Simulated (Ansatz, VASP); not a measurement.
## One calculation of MnO2, two programs

```
CELL_PARAMETERS angstrom
2.89417 0.00000 0.00000
-1.44708 2.50642 0.00000
0.00000 0.00000 4.66193
ATOMIC_POSITIONS crystal
Mn 0.00000 0.00000 0.50000
O 0.33333 0.66667 0.70629
O 0.66667 0.33333 0.29371
```

Alike in both runs: task single point; functional LDA; k mesh 11 × 11 × 6; occupations fermi-dirac, width 0.05 eV; collinear spin.

```csv
,VASP,Ansatz
version,VASP 6.6.1,Ansatz 0.2.0
potentials or method,"VASP PAW LDA potentials, release 64 (Mn_pv, O)",Ansatz PAW
plane-wave cutoff (eV),520,420
valence electrons in the cell,25,27
```

|  | VASP | Ansatz | Ansatz less VASP |
| --- | --- | --- | --- |
| gap on the k mesh at the Fermi level (eV) | 0.45 | 0.59 | +0.132 |
| least direct gap on the mesh (eV) | 0.50 | 0.64 | +0.137 |
| pressure (GPa) | -14.6 | -15.4 | -0.77 |
| traceless stress, the component that is largest in VASP (GPa) | 4.14 | 4.47 | +0.333 |
| rms of the force components (eV/Å) | 0.461 | 0.500 | +0.0390 |
| net moment per atom (μB) | 1.00 | 1.00 | 0.000 |
| size of the moment on the site where the two differ most (μB) | 2.82 | 2.52 | -0.299 |

LDA's correlation is that of Perdew and Zunger in VASP and of Perdew and Wang (1992) in Ansatz. Site moments also hang on the region over which each program counts them. Atom by atom the forces differ by 0.039 eV/Å (rms over components). VASP's potentials hold 25 valence electrons a cell and Ansatz's 27, so a difference there can come from the potentials and not from the codes.

Noted on Ansatz's run: Pulay correction over one GPa; odd divisions of the mesh miss points on the zone boundary, where band edges often lie, so the gap on the mesh can be too wide.
